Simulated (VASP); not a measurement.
# ZnRe (P-6m2) in VASP: notebook, part 2 of 2

VASP 6.6.1. Earlier steps stand in the parts before.

**4. Single point, PBEsol, collinear spin, zero start**

Contents of INCAR:

```
SYSTEM = ZnRe
ALGO = Normal
EDIFF = 1E-6
ENCUT = 520
GGA = PS
ISIF = 2
ISMEAR = -1
ISPIN = 2
LASPH = .True.
LCHARG = .False.
LMAXMIX = 4
LORBIT = 11
LREAL = .False.
LWAVE = .False.
MAGMOM = 0 0
NBANDS = 20
NELM = 150
NUPDOWN = 0.0
PREC = Accurate
SIGMA = 0.08
```

Contents of KPOINTS:

```
k-points
0
Gamma
  16 16 9
  0 0 0
```

Contents of POSCAR:

```
ZnRe
1.0
    2.7482183437      0.0000000000      0.0000000000
   -1.3741091718      2.3800269008      0.0000000000
    0.0000000000      0.0000000000      4.4940660000
Zn Re
1 1
Direct
    0.0000000000      0.0000000000      0.0000000000
    0.3333333333      0.6666666667      0.5000000000
```

Potentials or basis: VASP PAW PBE potentials, release 64 (Zn, Re).

On the command line:

```bash
$ cat potpaw_PBE.64/Zn/POTCAR potpaw_PBE.64/Re/POTCAR > POTCAR
$ mpirun -np 1 vasp_std > vasp.out
```

OUTCAR:

```text
SYSTEM = ZnRe
   EDIFF = 1E-6
   ENCUT = 520
   GGA = PS
   ISIF = 2
   ISMEAR = -1
   ISPIN = 2
   LASPH = .True.
   LORBIT = 11
   LREAL = .False.
   NELM = 150
   NUPDOWN = 0.0
   PREC = Accurate

 ion  position               nearest neighbor table
   1  0.000  0.000  0.000-   2 2.75   2 2.75   2 2.75   2 2.75   2 2.75   2 2.75
   2  0.333  0.667  0.500-   1 2.75   1 2.75   1 2.75   1 2.75   1 2.75   1 2.75

  LATTYP: Found a hexagonal cell.
 ALAT       =     2.7482183437
 C/A-ratio  =     1.6352652657

  Lattice vectors:

 A1 = (   2.7482183437,   0.0000000000,   0.0000000000)
 A2 = (  -1.3741091718,   2.3800269008,   0.0000000000)
 A3 = (   0.0000000000,   0.0000000000,   4.4940660000)

Analysis of symmetry for initial positions (statically):
=====================================================================
 Subroutine PRICEL returns:
 Original cell was already a primitive cell.

 Routine SETGRP: Setting up the symmetry group for a
 hexagonal supercell.

 Subroutine GETGRP returns: Found 12 space group operations
 (whereof 12 operations were pure point group operations)
 out of a pool of 24 trial point group operations.

The static configuration has the point symmetry D_3h.

Analysis of symmetry for dynamics (positions and initial velocities):
=====================================================================
 Subroutine PRICEL returns:
 Original cell was already a primitive cell.

 Routine SETGRP: Setting up the symmetry group for a
 hexagonal supercell.

 Subroutine GETGRP returns: Found 12 space group operations
 (whereof 12 operations were pure point group operations)
 out of a pool of 24 trial point group operations.

The dynamic configuration has the point symmetry D_3h.

Analysis of structural, dynamic, and magnetic symmetry:
=====================================================================
 Subroutine PRICEL returns:
 Original cell was already a primitive cell.

 Routine SETGRP: Setting up the symmetry group for a
 hexagonal supercell.

[... 142 lines left out ...]

 number of electron      19.0000012 magnetization      -0.0000000

 Free energy of the ion-electron system (eV)
  ---------------------------------------------------
  ext. energy  EPLUGINS =         0.00000000
  ---------------------------------------------------
  free energy    TOTEN  =       -14.45439961 eV

  energy without entropy =      -14.42834197  energy(sigma->0) =      -14.44137079

 E-fermi :   5.3100     XC(G=0): -12.9101

 val. band max:        5.3060406773   @ k =   0.3750   0.1250   0.4444
 cond. band min:       5.3155712549   @ k =   0.2500   0.0000   0.4444
 fundamental gap:      0.0095305776
 Fermi energy:         5.3099897591

 spin component 1

 k-point     1 :       0.0000    0.0000    0.0000
  band No.  band energies     occupation
      1      -4.9244      1.00000
      2      -2.5378      1.00000
      3      -1.9009      1.00000
      4      -1.9009      1.00000
      5      -1.5195      1.00000
      6      -1.5195      1.00000
[... 541 lines left out ...]
     19      24.3444      0.00000
     20      27.0841      0.00000

 [... further k-points ...]

 spin component 2

 k-point     1 :       0.0000    0.0000    0.0000
  band No.  band energies     occupation
      1      -4.9244      1.00000
      2      -2.5378      1.00000
      3      -1.9009      1.00000
      4      -1.9009      1.00000
      5      -1.5195      1.00000
      6      -1.5195      1.00000
[... 541 lines left out ...]
     19      24.3444      0.00000
     20      27.0841      0.00000

 [... further k-points ...]
[... 5 lines left out ...]
  --------------------------------------------------------------------------------------
  -------------------------------------------------------------------------------------
  Total       -1.6920991     -1.6920991     -1.6209440     -0.0000000     -0.0000000      0.0000000
  in kB      -92.2282182    -92.2282182    -88.3498984     -0.0000000     -0.0000000      0.0000000
  external PRESSURE =     -90.9354450 kB  Pullay stress =       0.0000000 kB

 VOLUME and BASIS-vectors are now :
 -----------------------------------------------------------------------------
  energy-cutoff  :      520.00
  volume of cell :       29.39
      direct lattice vectors                 reciprocal lattice vectors
     2.748218344  0.000000000  0.000000000     0.363872107  0.210081659  0.000000000
    -1.374109172  2.380026901  0.000000000     0.000000000  0.420163318  0.000000000
     0.000000000  0.000000000  4.494066000     0.000000000  0.000000000  0.222515646

 POSITION                                       TOTAL-FORCE (eV/Angst)
 -----------------------------------------------------------------------------------
      0.00000      0.00000      0.00000         0.000000      0.000000      0.000000
     -0.00000      1.58668      2.24703        -0.000000      0.000000      0.000000
 -----------------------------------------------------------------------------------
    total drift:                                0.000000     -0.000000      0.000000

  FREE ENERGIE OF THE ION-ELECTRON SYSTEM (eV)
  ---------------------------------------------------
  free  energy   TOTEN  =       -14.4543996140 eV

  energy  without entropy=      -14.4283419654  energy(sigma->0) =      -14.44137079

 total charge

# of ion       s       p       d       tot
------------------------------------------
    1        0.601   0.547   9.743  10.891
    2        0.579   0.589   4.736   5.904
--------------------------------------------------
tot          1.180   1.137  14.478  16.795

 magnetization (x)

# of ion       s       p       d       tot
------------------------------------------
    1        0.000  -0.000  -0.000  -0.000
    2        0.000   0.000   0.000   0.000
--------------------------------------------------
tot          0.000   0.000   0.000   0.000
```

OSZICAR:

```text
N       E                     dE             d eps       ncg     rms          rms(c)
DAV:   1     0.772790779279E+02    0.77279E+02   -0.90124E+03 19040   0.133E+03
DAV:   2    -0.113259749493E+02   -0.88605E+02   -0.81615E+02 19068   0.365E+02
DAV:   3    -0.154360169079E+02   -0.41100E+01   -0.40661E+01 17948   0.650E+01
DAV:   4    -0.154561110223E+02   -0.20094E-01   -0.20084E-01 17008   0.318E+00
DAV:   5    -0.154564604046E+02   -0.34938E-03   -0.34935E-03 16564   0.392E-01    0.256E+01
DAV:   6    -0.146558992163E+02    0.80056E+00   -0.10939E+00 21316   0.272E+01    0.101E+01
DAV:   7    -0.144816185210E+02    0.17428E+00   -0.40832E-01 21592   0.124E+01    0.933E-01
DAV:   8    -0.144598486215E+02    0.21770E-01   -0.53483E-02 19752   0.599E+00    0.880E-01
DAV:   9    -0.144548187835E+02    0.50298E-02   -0.58633E-03 19432   0.117E+00    0.328E-01
DAV:  10    -0.144544025924E+02    0.41619E-03   -0.41454E-04 18496   0.233E-01    0.567E-02
DAV:  11    -0.144544001494E+02    0.24429E-05   -0.21613E-05 19740   0.984E-02    0.916E-03
DAV:  12    -0.144543996140E+02    0.53548E-06   -0.24309E-06 11460   0.326E-02
   1 F= -.14454400E+02 E0= -.14441371E+02  d E =-.260576E-01  mag=    -0.0000
```

stdout:

```text
POSCAR found type information on POSCAR ZnRe
 POSCAR found :  2 types and       2 ions
 scaLAPACK will be used
 -----------------------------------------------------------------------------
|                                                                             |
|                                                                             |
|     You enforced a specific xc type in the INCAR file but a different       |
|     I HOPE YOU KNOW WHAT YOU ARE DOING!                                     |
|                                                                             |
 -----------------------------------------------------------------------------

 LDA part: xc-table for (Slater+PW92), standard interpolation
 POSCAR, INCAR and KPOINTS ok, starting setup
 FFT: planning ... GRIDC
 FFT: planning ... GRID_SOFT
 FFT: planning ... GRID
 WAVECAR not read
 entering main loop
```

Wall time 61 s (1 thread of Intel Xeon 6975P-C (Granite Rapids), shared host); peak memory 0.25 GiB.

Results:

```
Free energy                                           : -14.4544 eV
Pressure                                              : -9.1 GPa
Net moment                                            : 0.00 μB per cell
Valence electrons inside the program's atomic spheres : Zn 10.89; Re 5.90
```

Caveat: the PAW data sets were made with another functional, which shifts forces and pressure a little; spin-orbit coupling is left out, which moves the levels of the heavy elements; the total moment is fixed, so each spin has its own Fermi level.
